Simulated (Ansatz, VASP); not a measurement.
## Two plane-wave programs on AlNi

```
Al Ni
1.0
     0.00000   -2.89272    0.00000
     0.00000    0.00000   -2.89272
     8.37817   -0.48212   -0.48212
Al Ni
3 3
Direct
  0.87052 0.87052 0.77686
  0.98561 0.98561 0.08632
  0.92807 0.92807 0.43159
  0.34175 0.34175 0.94949
  0.45684 0.45684 0.25895
  0.39930 0.39930 0.60422
```

Alike in both runs: task single point; functional PBE; k mesh 15 × 15 × 5; occupations gaussian, width 0.15 eV; no spin polarisation.

```csv
,VASP,Ansatz
version,VASP 6.6.1,Ansatz 0.2.0
potentials or method,"VASP PAW PBE potentials, release 64 (Al, Ni), cutoff 520 eV","scalar-relativistic, plane waves, PAW"
valence electrons in the cell,39,63
```

VASP gave:

```
gap on the k mesh at the Fermi level (eV)                     : none
pressure (GPa)                                                : 17.4
traceless stress, the component that is largest in VASP (GPa) : 16.26
rms of the force components (eV/Å)                            : 3.505
```

Q: What did Ansatz give for the same quantities?

A: gap on the k mesh at the Fermi level (eV): none; pressure (GPa): 17.4; traceless stress, the component that is largest in VASP (GPa): 16.42; rms of the force components (eV/Å): 3.533.

Atom by atom the forces differ by 0.029 eV/Å (rms over components). A gap of «none» marks a metal or a gap that the smearing closes. VASP's potentials hold 39 valence electrons a cell and Ansatz's 63, so a difference there can come from the potentials and not from the codes.
